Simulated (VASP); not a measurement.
# Ba (Im-3m) in VASP: single point with LDA

Aim: the single point of Ba with LDA.

Program: VASP 6.6.1. These are calculated values, not measurements. Logs are shortened: lines on timing, memory, paths and dates and some standing lists are left out, and cuts for length are marked.

## 1. The cell of the first run

Symmetry: Im-3m, No. 229, cubic system. Conventional cell: a = 5.013 Å, b = 5.013 Å, c = 5.013 Å, α = 90.00°, β = 90.00°, γ = 90.00°. Within 5.7 Å of Ba (site symmetry m-3m) lie 14 Ba at 4.34 to 5.01 Å.

## 2. Single point, LDA

File INCAR:

```
SYSTEM = Ba
ALGO = Normal
EDIFF = 1E-6
ENCUT = 500
GGA_COMPAT = .FALSE.
ISIF = 2
ISMEAR = -1
LASPH = .TRUE.
LCHARG = .TRUE.
LELF = .TRUE.
LREAL = .FALSE.
LVHAR = .TRUE.
LWAVE = .FALSE.
NBANDS = 11
NELM = 120
PREC = Accurate
SIGMA = 0.05
```

File KPOINTS:

```
k-points
0
G
  12 12 12
  0 0 0
```

File POSCAR:

```
Ba
1.0
   -2.5065000000      2.5065000000      2.5065000000
    2.5065000000     -2.5065000000      2.5065000000
    2.5065000000      2.5065000000     -2.5065000000
Ba
1
Direct
    0.0000000000      0.0000000000      0.0000000000
```

Potentials or basis: VASP PAW LDA potentials, release 64 (Ba_sv).

Started as:

```sh
$ cat potpaw_LDA.64/Ba_sv/POTCAR > POTCAR
$ mpirun -np 1 vasp_std > vasp.out
```

OUTCAR:

```text
SYSTEM = Ba
   EDIFF = 1E-6
   ENCUT = 500
   ISIF = 2
   ISMEAR = -1
   LASPH = .TRUE.
   LREAL = .FALSE.
   NELM = 120
   PREC = Accurate

 ion  position               nearest neighbor table
   1  0.000  0.000  0.000-

  LATTYP: Found a body centered cubic cell.
 ALAT       =     5.0130000000

  Lattice vectors:

 A1 = (  -2.5065000000,   2.5065000000,   2.5065000000)
 A2 = (   2.5065000000,  -2.5065000000,   2.5065000000)
 A3 = (   2.5065000000,   2.5065000000,  -2.5065000000)

Analysis of symmetry for initial positions (statically):
=====================================================================
 Subroutine PRICEL returns:
 Original cell was already a primitive cell.

 Routine SETGRP: Setting up the symmetry group for a
 body centered cubic supercell.

 Subroutine GETGRP returns: Found 48 space group operations
 (whereof 48 operations were pure point group operations)
 out of a pool of 48 trial point group operations.

The static configuration has the point symmetry O_h .

Analysis of symmetry for dynamics (positions and initial velocities):
=====================================================================
 Subroutine PRICEL returns:
 Original cell was already a primitive cell.

 Routine SETGRP: Setting up the symmetry group for a
 body centered cubic supercell.

 Subroutine GETGRP returns: Found 48 space group operations
 (whereof 48 operations were pure point group operations)
 out of a pool of 48 trial point group operations.

The dynamic configuration has the point symmetry O_h .

 Subroutine INISYM returns: Found 48 space group operations
 (whereof 48 operations are pure point group operations),
 and found     1 'primitive' translations

----------------------------------------------------------------------------------------

                                     Primitive cell

  volume of cell :      62.9888

  direct lattice vectors                    reciprocal lattice vectors
    -2.506500000  2.506500000  2.506500000     0.000000000  0.199481348  0.199481348
     2.506500000 -2.506500000  2.506500000     0.199481348  0.000000000  0.199481348
     2.506500000  2.506500000 -2.506500000     0.199481348  0.199481348  0.000000000

  length of vectors
     4.341385349  4.341385349  4.341385349     0.282109228  0.282109228  0.282109228

  position of ions in fractional coordinates (direct lattice)
     0.000000000  0.000000000  0.000000000

  ion indices of the primitive-cell ions
   primitive index   ion index
                 1           1

----------------------------------------------------------------------------------------

 KPOINTS: k-points

Automatic generation of k-mesh.
 Grid dimensions read from file:
 generate k-points for:   12   12   12

 Generating k-lattice:

  Cartesian coordinates                     Fractional coordinates (reciprocal lattice)
     0.000000000  0.016623446  0.016623446     0.083333333  0.000000000  0.000000000
     0.016623446  0.000000000  0.016623446     0.000000000  0.083333333  0.000000000
     0.016623446  0.016623446  0.000000000     0.000000000  0.000000000  0.083333333

  Length of vectors
     0.023509102  0.023509102  0.023509102

  Shift w.r.t. Gamma in fractional coordinates (k-lattice)
     0.000000000  0.000000000  0.000000000

 Subroutine IBZKPT returns following result:
 ===========================================

 Found     72 irreducible k-points:

 Following reciprocal coordinates:
            Coordinates               Weight
  0.000000  0.000000  0.000000      1.000000
  0.083333  0.000000  0.000000     12.000000
  0.166667  0.000000  0.000000     12.000000
  0.250000  0.000000  0.000000     12.000000
  0.333333  0.000000  0.000000     12.000000
  0.416667  0.000000  0.000000     12.000000
[... 16 lines left out ...]
  0.333333  0.083333  0.083333     24.000000
  0.416667  0.083333  0.083333     12.000000
 [... further k-points ...]
   k-points           NKPTS =     72   k-points in BZ     NKDIM =     72   number of bands    NBANDS=     11
   number of dos      NEDOS =    301   number of ions     NIONS =      1
   total plane-waves  NPLWV =  32768
   dimension x,y,z NGX =    32 NGY =   32 NGZ =   32
   dimension x,y,z NGXF=    64 NGYF=   64 NGZF=   64
   ions per type =               1
   NGX,Y,Z   is equivalent  to a cutoff of  12.25, 12.25, 12.25 a.u.
   NGXF,Y,Z  is equivalent  to a cutoff of  24.51, 24.51, 24.51 a.u.
 SYSTEM =  Ba
   PREC   = accura    normal or accurate (medium, high low for compatibility)
   ISTART =      0    job   : 0-new  1-cont  2-samecut
   ICHARG =      2    charge: 1-file 2-atom 10-const
   ISPIN  =      1    spin polarized calculation?
   LNONCOLLINEAR =      F non collinear calculations
   LSORBIT =      F    spin-orbit coupling
   LASPH  =      T    aspherical Exc in radial PAW
   ENCUT  =  500.0 eV  36.75 Ry    6.06 a.u.   7.92  7.92  7.92*2*pi/ulx,y,z
   NELM   =    120;   NELMIN=  2; NELMDL= -5     # of ELM steps
   EDIFF  = 0.1E-05   stopping-criterion for ELM
   LREAL  =      F    real-space projection
   EDIFFG = 0.1E-04   stopping-criterion for IOM
   NSW    =      0    number of steps for IOM
   IBRION =     -1    ionic relax: 0-MD 1-quasi-New 2-CG
   NFREE  =      0    steps in history (QN), initial steepest desc. (CG)
   ISIF   =      2    stress and relaxation
   ISYM   =      2    0-nonsym 1-usesym 2-fastsym
   POTIM  = 0.5000    time-step for ionic-motion
   TEBEG  =    0.0;   TEEND  =   0.0 temperature during run
   PSTRESS=    0.0 pullay stress
   NELECT =      10.0000    total number of electrons
   NUPDOWN=      -1.0000    fix difference up-down
   EMIN   =  10.00;   EMAX   =-10.00  energy-range for DOS
   EFERMI =   0.00;   METHOD = LEGACY
   ISMEAR =    -1;   SIGMA  =   0.05  broadening in eV -4-tet -1-fermi 0-gaus
   EFERMI_NEDOS =   21; number of points for ismear=-14 and -15
   IALGO  =     38    algorithm
   IMIX   =      4    mixing-type and parameters
     AMIX     =   0.40;   BMIX     =  1.00
     AMIX_MAG =   1.60;   BMIX_MAG =  1.00
  volume/ion in A,a.u.               =      62.99       425.07
  Fermi-wavevector in a.u.,A,eV,Ry     =   0.886449  1.675146 10.691349  0.785792
  Thomas-Fermi vector in A             =   2.007617
   LORBIT       =      0    0 simple, 1 ext, 2 COOP (PROOUT), +10 PAW based schemes
   GGA     = CA    functional components
   LHFCALC =     F    Hartree Fock is set to
   AEXX    =    0.0000 exact exchange contribution
   IVDW    =     0    specifies the selected vdW correction
   LEPSILON=     F    determine dielectric tensor
   LRPA    =     F    only Hartree local field effects (RPA)
 non-spin polarized calculation
  energy-cutoff  :      500.00
  volume of cell :       62.99
 maximum number of plane-waves:      1638
   NGX = 15   NGY = 15   NGZ = 15

 number of electron      10.0000000 magnetization

 number of electron       9.9999999 magnetization

 Free energy of the ion-electron system (eV)
  ---------------------------------------------------
  ext. energy  EPLUGINS =         0.00000000
  ---------------------------------------------------
  free energy    TOTEN  =        -2.21688776 eV

  energy without entropy =       -2.20627837  energy(sigma->0) =       -2.21158306

 E-fermi :   1.4308     XC(G=0):  -7.6166

 val. band max:        1.4278052685   @ k =  -0.4167   0.5000   0.2500
 cond. band min:       1.4550375271   @ k =   0.3333   0.2500   0.0833
 fundamental gap:      0.0272322586
 Fermi energy:         1.4307683995

 k-point     1 :       0.0000    0.0000    0.0000
  band No.  band energies     occupation
      1     -27.3919      2.00000
      2     -12.3530      2.00000
      3     -12.3530      2.00000
      4     -12.3530      2.00000
      5      -1.3255      2.00000
      6       3.1806      0.00000
      7       3.1806      0.00000
      8       3.1806      0.00000
      9       4.6349      0.00000
     10       4.6349      0.00000
     11       8.4109      0.00000

 k-point     2 :       0.0833    0.0000    0.0000
  band No.  band energies     occupation
      1     -27.3889      2.00000
      2     -12.3869      2.00000
      3     -12.3635      2.00000
      4     -12.3532      2.00000
      5      -1.1943      2.00000
      6       3.0767      0.00000
      7       3.1288      0.00000
      8       3.3140      0.00000
      9       4.4646      0.00000
     10       4.6270      0.00000
     11       8.5578      0.00000

 k-point     3 :       0.1667    0.0000    0.0000
  band No.  band energies     occupation
      1     -27.3809      2.00000
      2     -12.4776      2.00000
      3     -12.3918      2.00000
      4     -12.3537      2.00000
      5      -0.8272      2.00000
      6       2.8244      0.00000
      7       2.9025      0.00000
      8       3.7075      0.00000
      9       4.2937      0.00000
     10       4.6302      0.00000
     11       8.8510      0.00000

 k-point     4 :       0.2500    0.0000    0.0000
  band No.  band energies     occupation
      1     -27.3699      2.00000
      2     -12.5972      2.00000
      3     -12.4300      2.00000
      4     -12.3545      2.00000
      5      -0.3104      2.00000
      6       2.5333      0.00000
      7       2.5677      0.00000
      8       4.3402      0.00000
      9       4.3725      0.00000
     10       4.6944      0.00000
     11       8.7182      0.00000
[... 239 lines left out ...]
 k-point    22 :       0.2500    0.0833    0.0833
  band No.  band energies     occupation
      1     -27.3568      2.00000
      2     -12.7152      2.00000
      3     -12.4708      2.00000
      4     -12.3839      2.00000
      5       0.4298      2.00000
      6       2.1618      0.00000
      7       2.2155      0.00000
      8       4.6388      0.00000
      9       4.9247      0.00000
     10       5.6061      0.00000
     11       8.3673      0.00000

 k-point    23 :       0.3333    0.0833    0.0833
  band No.  band energies     occupation
      1     -27.3496      2.00000
      2     -12.7720      2.00000
      3     -12.5111      2.00000
      4     -12.3863      2.00000
      5       0.7275      2.00000
      6       2.0309      0.00001
      7       2.3814      0.00000
      8       4.7209      0.00000
      9       5.1016      0.00000
     10       6.3795      0.00000
     11       7.4843      0.00000

 k-point    24 :       0.4167    0.0833    0.0833
  band No.  band energies     occupation
      1     -27.3469      2.00000
      2     -12.7919      2.00000
      3     -12.5262      2.00000
      4     -12.3872      2.00000
      5       0.7912      1.99999
      6       1.9869      0.00003
      7       2.5690      0.00000
      8       4.6970      0.00000
      9       5.1849      0.00000
     10       6.8938      0.00000
     11       6.9825      0.00000

 [... further k-points ...]

------------------------ aborting loop because EDIFF is reached ----------------------------------------

  FORCE on cell =-STRESS in cart. coord.  units (eV):
  Direction    XX          YY          ZZ          XY          YZ          ZX
  --------------------------------------------------------------------------------------
  -------------------------------------------------------------------------------------
  Total       -0.4923675     -0.4923675     -0.4923675      0.0000000      0.0000000      0.0000000
  in kB      -12.5238200    -12.5238200    -12.5238200      0.0000000      0.0000000      0.0000000
  external PRESSURE =     -12.5238200 kB  Pullay stress =       0.0000000 kB

 VOLUME and BASIS-vectors are now :
 -----------------------------------------------------------------------------
  energy-cutoff  :      500.00
  volume of cell :       62.99
      direct lattice vectors                 reciprocal lattice vectors
    -2.506500000  2.506500000  2.506500000     0.000000000  0.199481348  0.199481348
     2.506500000 -2.506500000  2.506500000     0.199481348  0.000000000  0.199481348
     2.506500000  2.506500000 -2.506500000     0.199481348  0.199481348  0.000000000

 POSITION                                       TOTAL-FORCE (eV/Angst)
 -----------------------------------------------------------------------------------
      0.00000      0.00000      0.00000         0.000000     -0.000000      0.000000
 -----------------------------------------------------------------------------------
    total drift:                               -0.000000      0.000000      0.000000

  FREE ENERGIE OF THE ION-ELECTRON SYSTEM (eV)
  ---------------------------------------------------
  free  energy   TOTEN  =        -2.2168877563 eV

  energy  without entropy=       -2.2062783686  energy(sigma->0) =       -2.21158306
```

Run time: 32 s. Hardware: 1 thread of Intel Xeon 8259CL, shared host; peak memory 0.18 GiB.

Results:

| Quantity | Value |
| --- | --- |
| Free energy | -2.2169 eV |
| Pressure | -1.3 GPa |
| Band gap on the k mesh | zero (bands 5 and 6 overlap by 1.06 eV) |

Caveat: spin-orbit coupling is left out, which moves the levels of the heavy elements.

The gap in the log of VASP goes by the Fermi energy; the results here count the filled bands.